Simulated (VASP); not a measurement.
# NbH2 (Fm-3m) in VASP: further runs

Runs on NbH2. Level: PBEsol. Tasks: single point, relaxation of cell and atoms.

All numbers are computed with VASP 6.6.1; they aren't measurements. Logs are shortened: lines on timing, memory, paths and dates and some standing lists are left out, and cuts for length are marked.

## (1) The cell of the first run

It takes space group Fm-3m (No. 225, cubic). The conventional cell has a = 4.586 Å, b = 4.586 Å, c = 4.586 Å, α = 90.00°, β = 90.00°, γ = 90.00°. Nb (site symmetry m-3m) has 8 H at 1.99 Å within 2.6 Å. Within 2.6 Å of H (site symmetry -43m) lie 4 Nb at 1.99 Å and 6 H at 2.29 Å.

## (2) Single point, PBEsol (equal strain along all axes, cell held: +1.5 %)

Contents of INCAR:

```
SYSTEM = NbH2
ALGO = Normal ; EDIFF = 1E-6
ENCUT = 520 ; GGA = PS
ISIF = 2 ; ISMEAR = 0
LASPH = .TRUE. ; LCHARG = .TRUE.
LELF = .TRUE. ; LREAL = .FALSE.
LVHAR = .TRUE. ; LWAVE = .FALSE.
NBANDS = 24 ; NELM = 80
PREC = Accurate ; SIGMA = 0.1
```

Contents of KPOINTS:

```
k-points
0
G
  12 12 8
  0 0 0
```

Contents of POSCAR:

```
NbH2
1.0
    2.2928604447      2.2928604447      0.0000000000
   -2.2928604447      2.2928604447      0.0000000000
    0.0000000000      0.0000000000      4.5857208894
Nb H
2 4
Direct
    0.0000000000      0.0000000000      0.0000000000
    0.5000000000      0.5000000000      0.5000000000
    0.0000000000      0.5000000000      0.7500000000
    0.5000000000      0.0000000000      0.7500000000
    0.5000000000      0.0000000000      0.2500000000
    0.0000000000      0.5000000000      0.2500000000
```

Potentials or basis: VASP PAW PBE potentials, release 64 (Nb_sv, H).

Command:

```
> cat potpaw_PBE.64/Nb_sv/POTCAR potpaw_PBE.64/H/POTCAR > POTCAR
> mpirun -np 1 vasp_std > vasp.out
```

OUTCAR:

```text
SYSTEM = NbH2
   EDIFF = 1E-6
   ENCUT = 520
   GGA = PS
   ISIF = 2
   ISMEAR = 0
   LASPH = .TRUE.
   LREAL = .FALSE.
   NELM = 80
   PREC = Accurate

 ion  position               nearest neighbor table
   1  0.000  0.000  0.000-
   2  0.500  0.500  0.500-
   3  0.000  0.500  0.750-
   4  0.500  0.000  0.750-
   5  0.500  0.000  0.250-
   6  0.000  0.500  0.250-

  LATTYP: Found a simple tetragonal cell.
 ALAT       =     3.2425943375
 C/A-ratio  =     1.4142135624

  Lattice vectors:

 A1 = (   2.2928604447,   2.2928604447,   0.0000000000)
 A2 = (  -2.2928604447,   2.2928604447,   0.0000000000)
 A3 = (   0.0000000000,   0.0000000000,   4.5857208894)

Analysis of symmetry for initial positions (statically):
=====================================================================
 Subroutine PRICEL returns following result:

  LATTYP: Found a face centered cubic cell.
 ALAT       =     4.5857208894

  Lattice vectors:

 A1 = (   0.0000000000,  -2.2928604447,  -2.2928604447)
 A2 = (   2.2928604447,   0.0000000000,  -2.2928604447)
 A3 = (   2.2928604447,  -2.2928604447,  -0.0000000000)

   2 primitive cells build up your supercell.

 Routine SETGRP: Setting up the symmetry group for a
 simple tetragonal supercell.

 Subroutine GETGRP returns: Found 16 space group operations
 (whereof 16 operations were pure point group operations)
 out of a pool of 16 trial point group operations.

The static configuration has the point symmetry D_4h.

Analysis of symmetry for dynamics (positions and initial velocities):
=====================================================================
 Subroutine PRICEL returns following result:

  LATTYP: Found a face centered cubic cell.
 ALAT       =     4.5857208894

  Lattice vectors:

 A1 = (   0.0000000000,  -2.2928604447,  -2.2928604447)
 A2 = (   2.2928604447,   0.0000000000,  -2.2928604447)
 A3 = (   2.2928604447,  -2.2928604447,  -0.0000000000)

   2 primitive cells build up your supercell.

 Routine SETGRP: Setting up the symmetry group for a
 simple tetragonal supercell.

 Subroutine GETGRP returns: Found 16 space group operations
 (whereof 16 operations were pure point group operations)
 out of a pool of 16 trial point group operations.

The dynamic configuration has the point symmetry D_4h.

 Subroutine INISYM returns: Found 16 space group operations
 (whereof 16 operations are pure point group operations),
 and found     2 'primitive' translations

----------------------------------------------------------------------------------------

                                     Primitive cell

  volume of cell :      24.1081

  direct lattice vectors                    reciprocal lattice vectors
     0.000000000 -2.292860445 -2.292860445    -0.218068222 -0.218068222 -0.218068222
     2.292860445  0.000000000 -2.292860445     0.218068222  0.218068222 -0.218068222
     2.292860445 -2.292860445 -0.000000000     0.218068222 -0.218068222  0.218068222

  length of vectors
     3.242594338  3.242594338  3.242594338     0.377705240  0.377705240  0.377705240

  position of ions in fractional coordinates (direct lattice)
     0.000000000  0.000000000  0.000000000
     0.250000000  0.250000000  0.250000000
     0.750000000  0.750000000  0.750000000

  ion indices of the primitive-cell ions
   primitive index   ion index
                 1           1
                 2           3
                 3           4

----------------------------------------------------------------------------------------

 KPOINTS: k-points

Automatic generation of k-mesh.
 Grid dimensions read from file:
 generate k-points for:   12   12    8

 Generating k-lattice:

  Cartesian coordinates                     Fractional coordinates (reciprocal lattice)
     0.018172352  0.018172352  0.000000000     0.083333333  0.000000000  0.000000000
    -0.018172352  0.018172352  0.000000000     0.000000000  0.083333333  0.000000000
     0.000000000  0.000000000  0.027258528     0.000000000  0.000000000  0.125000000

  Length of vectors
     0.025699586  0.025699586  0.027258528

  Shift w.r.t. Gamma in fractional coordinates (k-lattice)
     0.000000000  0.000000000  0.000000000

 Subroutine IBZKPT returns following result:
 ===========================================

 Found    140 irreducible k-points:

 Following reciprocal coordinates:
            Coordinates               Weight
  0.000000  0.000000  0.000000      1.000000
  0.083333  0.000000  0.000000      4.000000
  0.166667  0.000000  0.000000      4.000000
  0.250000  0.000000  0.000000      4.000000
  0.333333  0.000000  0.000000      4.000000
  0.416667  0.000000  0.000000      4.000000
[... 16 lines left out ...]
  0.333333  0.333333  0.000000      4.000000
  0.416667  0.333333  0.000000      8.000000
 [... further k-points ...]
   k-points           NKPTS =    140   k-points in BZ     NKDIM =    140   number of bands    NBANDS=     24
   number of dos      NEDOS =    301   number of ions     NIONS =      6
   total plane-waves  NPLWV =  20736
   dimension x,y,z NGX =    24 NGY =   24 NGZ =   36
   dimension x,y,z NGXF=    48 NGYF=   48 NGZF=   72
   ions per type =               2   4
   NGX,Y,Z   is equivalent  to a cutoff of  12.30, 12.30, 13.05 a.u.
   NGXF,Y,Z  is equivalent  to a cutoff of  24.61, 24.61, 26.10 a.u.
 SYSTEM =  NbH2
   PREC   = accura    normal or accurate (medium, high low for compatibility)
   ISTART =      0    job   : 0-new  1-cont  2-samecut
   ICHARG =      2    charge: 1-file 2-atom 10-const
   ISPIN  =      1    spin polarized calculation?
   LNONCOLLINEAR =      F non collinear calculations
   LSORBIT =      F    spin-orbit coupling
   LASPH  =      T    aspherical Exc in radial PAW
   ENCUT  =  520.0 eV  38.22 Ry    6.18 a.u.   6.03  6.03  8.53*2*pi/ulx,y,z
   NELM   =     80;   NELMIN=  2; NELMDL= -5     # of ELM steps
   EDIFF  = 0.1E-05   stopping-criterion for ELM
   LREAL  =      F    real-space projection
[... 7 lines left out ...]
   TEBEG  =    0.0;   TEEND  =   0.0 temperature during run
   PSTRESS=    0.0 pullay stress
   NELECT =      30.0000    total number of electrons
   NUPDOWN=      -1.0000    fix difference up-down
   EMIN   =  10.00;   EMAX   =-10.00  energy-range for DOS
   EFERMI =   0.00;   METHOD = LEGACY
   ISMEAR =     0;   SIGMA  =   0.10  broadening in eV -4-tet -1-fermi 0-gaus
   EFERMI_NEDOS =   21; number of points for ismear=-14 and -15
   IALGO  =     38    algorithm
   IMIX   =      4    mixing-type and parameters
     AMIX     =   0.40;   BMIX     =  1.00
     AMIX_MAG =   1.60;   BMIX_MAG =  1.00
  volume/ion in A,a.u.               =       8.04        54.23
  Fermi-wavevector in a.u.,A,eV,Ry     =   1.397605  2.641090 26.576238  1.953298
  Thomas-Fermi vector in A             =   2.520844
   LORBIT       =      0    0 simple, 1 ext, 2 COOP (PROOUT), +10 PAW based schemes
   GGA     = PS    functional components
   LHFCALC =     F    Hartree Fock is set to
   AEXX    =    0.0000 exact exchange contribution
   IVDW    =     0    specifies the selected vdW correction
   LEPSILON=     F    determine dielectric tensor
   LRPA    =     F    only Hartree local field effects (RPA)
 non-spin polarized calculation
 Gauss-broadening in eV      SIGMA  =   0.10
  energy-cutoff  :      520.00
  volume of cell :       48.22
 maximum number of plane-waves:      1320
   NGX = 13   NGY = 13   NGZ = 17

 number of electron      29.9999994 magnetization

 Free energy of the ion-electron system (eV)
  ---------------------------------------------------
  ext. energy  EPLUGINS =         0.00000000
  ---------------------------------------------------
  free energy    TOTEN  =       -36.95124531 eV

  energy without entropy =      -36.94107734  energy(sigma->0) =      -36.94616132

 E-fermi :   9.6752     XC(G=0): -12.0906

 val. band max:        9.6516670375   @ k =   0.4167   0.0833   0.1250
 cond. band min:       9.6787837232   @ k =   0.4167   0.2500   0.3750
 fundamental gap:      0.0271166857
 Fermi energy:         9.6752019758

 k-point     1 :       0.0000    0.0000    0.0000
  band No.  band energies     occupation
      1     -45.6750      2.00000
      2     -45.5688      2.00000
      3     -22.1173      2.00000
      4     -21.7005      2.00000
      5     -21.7005      2.00000
      6     -21.4824      2.00000
[... 16 lines left out ...]
     23      16.6490      0.00000
     24      17.8250      0.00000

 k-point     2 :       0.0833    0.0000    0.0000
  band No.  band energies     occupation
      1     -45.6714      2.00000
      2     -45.5688      2.00000
      3     -22.1036      2.00000
      4     -21.7212      2.00000
      5     -21.6951      2.00000
      6     -21.5112      2.00000
[... 16 lines left out ...]
     23      17.0804      0.00000
     24      18.0603      0.00000

 k-point     3 :       0.1667    0.0000    0.0000
  band No.  band energies     occupation
      1     -45.6613      2.00000
      2     -45.5692      2.00000
      3     -22.0639      2.00000
      4     -21.7767      2.00000
      5     -21.6795      2.00000
      6     -21.5902      2.00000
[... 16 lines left out ...]
     23      18.0105      0.00000
     24      18.1296      0.00000
[... 514 lines left out ...]
 k-point    23 :       0.3333    0.3333    0.0000
  band No.  band energies     occupation
      1     -45.5955      2.00000
      2     -45.5687      2.00000
      3     -22.0175      2.00000
      4     -21.9705      2.00000
      5     -21.8061      2.00000
      6     -21.7056      2.00000
[... 16 lines left out ...]
     23      17.4081      0.00000
     24      19.0996      0.00000

 k-point    24 :       0.4167    0.3333    0.0000
  band No.  band energies     occupation
      1     -45.5842      2.00000
      2     -45.5703      2.00000
      3     -22.0547      2.00000
      4     -22.0307      2.00000
      5     -21.7576      2.00000
      6     -21.6984      2.00000
[... 16 lines left out ...]
     23      17.8963      0.00000
     24      18.0577      0.00000

 [... further k-points ...]

------------------------ aborting loop because EDIFF is reached ----------------------------------------

  FORCE on cell =-STRESS in cart. coord.  units (eV):
  Direction    XX          YY          ZZ          XY          YZ          ZX
  --------------------------------------------------------------------------------------
  -------------------------------------------------------------------------------------
  Total       -2.4751179     -2.4751179     -2.4809377      0.0000000     -0.0000000      0.0000000
  in kB      -82.2457774    -82.2457774    -82.4391634      0.0000000     -0.0000000      0.0000000
  external PRESSURE =     -82.3102394 kB  Pullay stress =       0.0000000 kB

 VOLUME and BASIS-vectors are now :
 -----------------------------------------------------------------------------
  energy-cutoff  :      520.00
  volume of cell :       48.22
      direct lattice vectors                 reciprocal lattice vectors
     2.292860445  2.292860445  0.000000000     0.218068222  0.218068222  0.000000000
    -2.292860445  2.292860445  0.000000000    -0.218068222  0.218068222  0.000000000
     0.000000000  0.000000000  4.585720889     0.000000000  0.000000000  0.218068222

 POSITION                                       TOTAL-FORCE (eV/Angst)
 -----------------------------------------------------------------------------------
      0.00000      0.00000      0.00000         0.000000     -0.000000      0.000000
      0.00000      2.29286      2.29286        -0.000000      0.000000     -0.000000
     -1.14643      1.14643      3.43929         0.000000      0.000000      0.000000
      1.14643      1.14643      3.43929        -0.000000     -0.000000      0.000000
      1.14643      1.14643      1.14643         0.000000      0.000000      0.000000
     -1.14643      1.14643      1.14643        -0.000000     -0.000000      0.000000
 -----------------------------------------------------------------------------------
    total drift:                               -0.000000      0.000000     -0.000000

  FREE ENERGIE OF THE ION-ELECTRON SYSTEM (eV)
  ---------------------------------------------------
  free  energy   TOTEN  =       -36.9512453133 eV

  energy  without entropy=      -36.9410773366  energy(sigma->0) =      -36.94616132
```

It took 44 s on 1 thread of Intel Xeon 6975P-C (Granite Rapids), shared host; peak memory 0.24 GiB.

What came out:

- Free energy: -36.9512 eV
- Pressure: -8.2 GPa
- Band gap on the k mesh: zero (bands 15 and 16 overlap by 3.94 eV)

Caveat: the cell differs from its parent crystal (equal strain along all axes, cell held: +1.5 %); the cell stands under tension; the PAW data sets were made with another functional, which shifts forces and pressure a little.

## (3) Single point, PBEsol (equal strain along all axes, cell held: +3.0 %)

Contents of INCAR:

```
  PREC = Accurate
  ENCUT = 520
  EDIFF = 1E-7
  ISMEAR = 0
  SIGMA = 0.1
  LREAL = F
  LASPH = T
  NELM = 80
  ALGO = Normal
  ISIF = 2
  LWAVE = F
  LCHARG = T
  GGA = PS
  LELF = T
  LVHAR = T
  NBANDS = 24
```

Contents of KPOINTS:

```
Automatic mesh
0
Gamma
  12 12 8
```

POSCAR, as its differences from that of step 2:

```diff
@@ -2,5 +2,5 @@
 1.0
-    2.2928604447      2.2928604447      0.0000000000
-   -2.2928604447      2.2928604447      0.0000000000
-    0.0000000000      0.0000000000      4.5857208894
+    2.3267450818      2.3267450818      0.0000000000
+   -2.3267450818      2.3267450818      0.0000000000
+    0.0000000000      0.0000000000      4.6534901636
 Nb H
```

Potentials or basis: VASP PAW PBE potentials, release 64 (Nb_sv, H).

Command:

```
> cat potpaw_PBE.64/Nb_sv/POTCAR potpaw_PBE.64/H/POTCAR > POTCAR
> mpirun -np 1 vasp_std > vasp.out
```

Wall time 53 s (1 thread of Intel Xeon 6975P-C (Granite Rapids), shared host); peak memory 0.25 GiB.

Results (log left out):

```yaml
Free_energy: -36.7982 eV
Pressure: -14.6 GPa
Band_gap_on_the_k_mesh: zero (bands 15 and 16 overlap by 3.70 eV)
```

Levels at points of the mesh, in eV from the Fermi level:
| k point | band 11 | band 12 | band 13 | band 14 | band 15 | band 16 | band 17 | band 18 | band 19 | band 20 |
| --- | --- | --- | --- | --- | --- | --- | --- | --- | --- | --- |
| (0.00, 0.00, 0.00) | -4.99 | -4.07 | -1.29 | -1.29 | -1.29 | -1.00 | 1.14 | 1.14 | 2.56 | 2.61 |
| (0.50, 0.00, 0.00) | -5.84 | -5.84 | -1.82 | -1.82 | 0.09 | 0.09 | 0.52 | 0.52 | 3.14 | 3.14 |
| (0.50, 0.50, 0.00) | -4.99 | -4.99 | -4.07 | -4.07 | 2.56 | 2.56 | 2.61 | 2.61 | 2.61 | 2.61 |
| (0.00, 0.00, 0.50) | -5.59 | -5.59 | -1.11 | -1.11 | 0.01 | 0.01 | 0.01 | 0.01 | 1.79 | 1.79 |
| (0.50, 0.00, 0.50) | -4.90 | -4.90 | -1.14 | -1.14 | -1.14 | -1.14 | 2.40 | 2.40 | 2.40 | 2.40 |
| (0.50, 0.50, 0.50) | -6.18 | -6.18 | -2.97 | -2.97 | 0.27 | 0.27 | 2.61 | 2.61 | 4.48 | 4.48 |

Caveat: the cell differs from its parent crystal (equal strain along all axes, cell held: +3.0 %); the cell stands under tension; the PAW data sets were made with another functional, which shifts forces and pressure a little.

[end of part 1 of 2]
